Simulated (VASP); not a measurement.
Write the native input for VASP 6.6.1 that does the following.

```yaml
Task: electric field gradients
Functional: PBEsol
Potentials_or_basis: VASP PAW PBE potentials, release 64 (Sr_sv, Ti_sv, O)
Cutoff: 520 eV
k_mesh: 7 × 7 × 7
Occupations: fermi-dirac, width 0.05 eV
Spin: no spin polarisation
Dipole_correction: no
Further_INCAR_settings: ALGO = Normal; EDIFF = 1e-08; NBANDS = 28
```

The structure of SrTiO3 lies in POSCAR:

```
SrTiO3
1.0
    4.0221500000      0.0000000000      0.0000000000
    0.0000000000      4.0221500000      0.0000000000
    0.0000000000      0.0000000000      3.9050000000
Sr Ti O
1 1 3
Direct
    0.0000000000      0.0000000000      0.0000000000
    0.5000000000      0.5000000000      0.5000000000
    0.0000000000      0.5000000000      0.5000000000
    0.5000000000      0.0000000000      0.5000000000
    0.5000000000      0.5000000000      0.0000000000
```

This cell differs from its parent crystal: equal xx and yy strain of +3 %.

These files were run (other wordings do the same):

INCAR

```
SYSTEM = SrTiO3
PREC = Accurate ; ENCUT = 520
EDIFF = 1E-8 ; ISMEAR = -1
SIGMA = 0.05 ; LREAL = .False.
LASPH = .True. ; NELM = 80
ALGO = Normal ; ISIF = 2
LWAVE = .False. ; LCHARG = .False.
GGA = PS ; LEFG = .True.
NBANDS = 28
```

KPOINTS

```
regular mesh
0
Gamma
  7 7 7
  0 0 0
```

Potentials or basis: VASP PAW PBE potentials, release 64 (Sr_sv, Ti_sv, O).

Run with:

```sh
$ cat potpaw_PBE.64/Sr_sv/POTCAR potpaw_PBE.64/Ti_sv/POTCAR potpaw_PBE.64/O/POTCAR > POTCAR
$ mpirun -np 1 vasp_std > vasp.out
```

It gave:

```json
{"Pressure": "-10.4 GPa", "Band gap on the k mesh": "1.72 eV (least direct gap 2.04 eV)", "Largest electric field gradient by atom": "Sr -2.7; Ti -27.4; O +19.3, +6.7 (each value once) V/Å²"}
```

Caveat: the cell differs from its parent crystal (equal xx and yy strain of +3 %); the stress differs along the axes, from -12 to -7 GPa; without QUAD_EFG the Cq values of the log hold for a quadrupole moment of 1 mb, not for the nuclei; the PAW data sets were made with another functional, which shifts forces and pressure a little.

It took 2.2 min on 1 thread of Intel Xeon 8259CL (shared host), peak memory 0.22 GiB.
